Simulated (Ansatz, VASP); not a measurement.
Two plane-wave programs on Te

```
Te
1.0
     0.00000    2.46449    2.46449
     2.46449    0.00000    2.46449
     2.46449    2.46449    0.00000
Te
1
Direct
  0.00000 0.00000 0.00000
```

Change from the starting cell: volume scaled by 1.06, PAW files.

Alike in both runs: task electric field gradients; functional PBE; k mesh 14 × 14 × 14; occupations fermi-dirac, width 0.05 eV; no spin polarisation.

```csv
,VASP,Ansatz
version,VASP 6.6.1,Ansatz 0.2.0
potentials or method,"VASP PAW PBE potentials, release 64 (Te)","PAW with Ansatz's default frozen-core files, scalar-relativistic"
plane-wave cutoff (eV),520,420
valence electrons in the cell,6,16
```

|  | VASP | Ansatz | Ansatz less VASP |
| --- | --- | --- | --- |
| pressure (GPa) | -2.7 | -2.7 | +0.08 |

The functional is the same, so the differences come from potentials, cutoffs and numerics. VASP's potentials hold 6 valence electrons a cell and Ansatz's 16, so a difference there can come from the potentials and not from the codes.

Neither program's run includes spin-orbit coupling.
